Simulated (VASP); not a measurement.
Input of a VASP 6.6.1 run:

File INCAR:

```
SYSTEM = C
  PREC = Accurate
  ENCUT = 1300
  EDIFF = 1E-6
  ISMEAR = 0
  SIGMA = 0.02
  LREAL = .False.
  LASPH = .True.
  NELM = 120
  ALGO = Normal
  ISIF = 2
  LWAVE = .False.
  LCHARG = .False.
  GGA = PS
  NBANDS = 16
  GGA_COMPAT = .False.
```

File KPOINTS:

```
Automatic mesh
0
Gamma
  9 9 6
  0 0 0
```

The input POSCAR:

```
C
1.0
    2.4612466108      0.0000000000      0.0000000000
   -1.2306233054      2.1315020900      0.0000000000
    0.0000000000      0.0000000000      4.1653029914
C
4
Direct
    0.3333333333      0.6666666667      0.0000573175
    0.6666666667      0.3333333333      0.5000573175
    0.3333333333      0.6666666667      0.3739426825
    0.6666666667      0.3333333333      0.8739426825
```

Potentials or basis: VASP PAW PBE potentials, release 64 (C_h).

Command:

```console
$ cat potpaw_PBE.64/C_h/POTCAR > POTCAR
$ mpirun -np 1 vasp_std > vasp.out
```

Question: Predict the pressure.

Answer: 14.1 GPa.

Question: Predict the band gap on the k mesh.

Answer: 2.88 eV (least direct gap 4.94 eV).

Stress tensor (GPa, compression positive):
```
21.49  0.00  0.00
 0.00 21.49  0.00
 0.00  0.00 -0.73
```

Caveat: the cell differs from its parent crystal (strained cell); the stress differs along the axes, from -1 to 21 GPa; the PAW data sets were made with another functional, which shifts forces and pressure a little. A k mesh can miss the band edges.
